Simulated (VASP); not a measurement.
A run of VASP 6.6.1:

The input INCAR:

```
SYSTEM = HfIr3
PREC = Accurate
ENCUT = 520
EDIFF = 1E-6
ISMEAR = 0
SIGMA = 0.05
LREAL = .False.
LASPH = .True.
NELM = 60
ALGO = Normal
ISIF = 2
LWAVE = .False.
LCHARG = .False.
GGA = PS
NBANDS = 26
```

File KPOINTS:

```
regular mesh
0
Gamma
  8 8 8
  0 0 0
```

The input POSCAR:

```
HfIr3
1.0
    3.8708859787      0.0000000000      0.0000000000
    0.0000000000      3.8708859787      0.0000000000
    0.0000000000      0.0000000000      3.8708859787
Hf Ir
1 3
Direct
    0.0000000000      0.0000000000      0.0000000000
    0.0000000000      0.5000000000      0.5000000000
    0.5000000000      0.5000000000      0.0000000000
    0.5000000000      0.0000000000      0.5000000000
```

Potentials or basis: VASP PAW PBE potentials, release 64 (Hf_pv, Ir).

Run with:

```sh
$ cat potpaw_PBE.64/Hf_pv/POTCAR potpaw_PBE.64/Ir/POTCAR > POTCAR
$ mpirun -np 1 vasp_std > vasp.out
```

Hardware: 1 thread of Intel(R) Xeon(R) Platinum 8559C (Emerald Rapids), with other jobs on the host.

Estimate the wall time of this run.

Run time: 31 s on 1 thread of Intel(R) Xeon(R) Platinum 8559C (Emerald Rapids), on a shared host, peak memory 0.19 GiB. Counts: scf iterations 14, k points 35.
